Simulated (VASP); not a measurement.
Input of a VASP 6.6.1 run:

Contents of INCAR:

```
PREC = Accurate ; ENCUT = 520
EDIFF = 1E-6 ; ISMEAR = -1
SIGMA = 0.05 ; LREAL = False
LASPH = True ; NELM = 80
ALGO = Normal ; ISIF = 2
LWAVE = False ; LCHARG = False
NBANDS = 11
```

Contents of KPOINTS:

```
regular mesh
0
Gamma
  17 17 17
```

The input POSCAR:

```
Pt
1.0
    0.0000000000      1.9071771235      1.9071771235
    1.9071771235      0.0000000000      1.9071771235
    1.9071771235      1.9071771235      0.0000000000
Pt
1
Direct
    0.0000000000      0.0000000000      0.0000000000
```

Potentials or basis: VASP PAW LDA potentials, release 64 (Pt).

Launch:

```sh
$ cat potpaw_LDA.64/Pt/POTCAR > POTCAR
$ mpirun -np 1 vasp_std > vasp.out
```

Question: Predict the pressure.

Answer: 23.4 GPa.

Question: Predict the band gap on the k mesh.

Answer: Zero (band 5 reaches 13.39 eV, above the bottom of band 6 at 10.86 eV).

Caveat: spin-orbit coupling is left out, which moves the levels of the heavy elements.
